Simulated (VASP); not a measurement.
Crystal: W.

```
W
1.0
     3.99000    0.00000    0.00000
     0.00000    3.99000    0.00000
     0.00000    0.00000    3.99000
W
4
Direct
  0.00000 0.00000 0.00000
  0.00000 0.50000 0.50000
  0.50000 0.00000 0.50000
  0.50000 0.50000 0.00000
```

```yaml
Program: VASP 6.6.1
Task: relaxation of volume and atoms at fixed shape
Functional: PBE
Potentials_or_basis: VASP PAW PBE potentials, release 64 (W_sv)
Cutoff: 500 eV
k_mesh: 6 × 6 × 6
Occupations: gaussian, width 0.1 eV
Spin: no spin polarisation
```

At the start: pressure 10.9 GPa; volume 15.88 Å³/atom.

Problem. Where does the relaxation end?

Solution. Over 4 steps the energy falls by 19.3 meV/atom and the volume is 16.47 Å³/atom (+3.7 %); space group Fm-3m (No. 225, to 0.05 Å).

Step by step:
```
step  energy change (eV)  largest force (eV/Å)  pressure (GPa)  volume (Å³)
   1              0.0000                0.0000           10.92        63.52
   2              0.6515                0.0000          -26.00        74.00
   3             -0.0769                0.0000           -0.47        65.97
   4             -0.0771                0.0000           -0.02        65.86
```

Final structure:
```xyz
4
Lattice="4.0385 0.0000 0.0000 0.0000 4.0385 0.0000 0.0000 0.0000 4.0385" Properties=species:S:1:pos:R:3 pbc="T T T"
W     0.0000    0.0000    0.0000
W     0.0000    2.0192    2.0192
W     2.0192    0.0000    2.0192
W     2.0192    2.0192    0.0000
```
